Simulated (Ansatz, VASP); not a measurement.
# MgS in VASP and in Ansatz

File INCAR:

```
SYSTEM = MgS
PREC     = Accurate       ! precision mode
ENCUT    = 520            ! plane-wave cutoff, eV
EDIFF    = 1E-6           ! SCF threshold, eV
ISMEAR   = -1             ! smearing method
SIGMA    = 0.02           ! smearing width, eV
LREAL    = .False.        ! projectors in reciprocal space
LASPH    = .True.         ! aspherical terms in the spheres
NELM     = 60             ! most SCF steps
ALGO     = Normal         ! electronic algorithm
ISIF     = 2              ! what is computed and relaxed
LWAVE    = .False.        ! write WAVECAR
LCHARG   = .False.        ! write CHGCAR
GGA      = PE             ! functional
NBANDS   = 11             ! bands
```

The input KPOINTS:

```
Automatic mesh
0
Gamma
  8 8 8
  0 0 0
```

Contents of POSCAR:

```
MgS
1.0
    0.0638362727      2.8308768389      2.8308768389
    2.8308768389      0.0638362727      2.8308768389
    2.8947131117      2.8947131117      0.0000000001
Mg S
1 1
Direct
    0.0042168796      0.0042168796     -0.0042168796
    0.2457831204      0.2457831204      0.2542168796
```

Input for Ansatz:

```yaml
crystal:
  lattice:
    - [0.0638362727, 2.8308768389, 2.8308768389]
    - [2.8308768389, 0.0638362727, 2.8308768389]
    - [2.8947131117, 2.8947131117, 1.0e-10]
  atoms:
    - { symbol: Mg, position: [0.0042168796, 0.0042168796, -0.0042168796] }
    - { symbol: S, position: [0.2457831204, 0.2457831204, 0.2542168796] }
kpoints:
  mp_grid: { grid: [8, 8, 8] }
  band_path:
    path:
      - [0.0, 0.0, 0.0]
      - [-0.5, -0.5, 0.0]
      - [-0.375, -0.375, 0.25]
      - [-0.375, 0.0, 0.375]
      - [0.0, 0.0, 0.5]
      - [-0.5, -0.25, 0.25]
    npoints: 1
hamiltonian:
  xc: pbe
scf:
  occupations: { method: fermi_dirac, width: 0.02 }
  n_extra_bands: 4
output:
  forces: true
  stress: true
  eigenvalues: true
```

Change from the starting cell: shear_xy strain +4.5%.

Alike in both runs: task single point; functional PBE; k mesh 8 × 8 × 8; occupations fermi-dirac, width 0.02 eV; no spin polarisation.

```csv
,VASP,Ansatz
version,VASP 6.6.1,Ansatz 0.2.0
potentials or method,"VASP PAW PBE potentials, release 64 (Mg, S)","plane waves, PAW"
plane-wave cutoff (eV),520,420
valence electrons in the cell,8,16
```

VASP gave:

```
gap on the k mesh at the Fermi level (eV)                     : 3.30
pressure (GPa)                                                : 0.9
traceless stress, the component that is largest in VASP (GPa) : -1.37
rms of the force components (eV/Å)                            : 0.004
```

Problem. Estimate Ansatz's values.

Solution. gap on the k mesh at the Fermi level (eV): 3.31; pressure (GPa): 1.1; traceless stress, the component that is largest in VASP (GPa): -1.36; rms of the force components (eV/Å): 0.005.

Atom by atom the forces differ by 0.000 eV/Å (rms over components). With one functional, cell and mesh, what is left measures potentials, basis and numerics. VASP's potentials hold 8 valence electrons a cell and Ansatz's 16, so a difference there can come from the potentials and not from the codes.
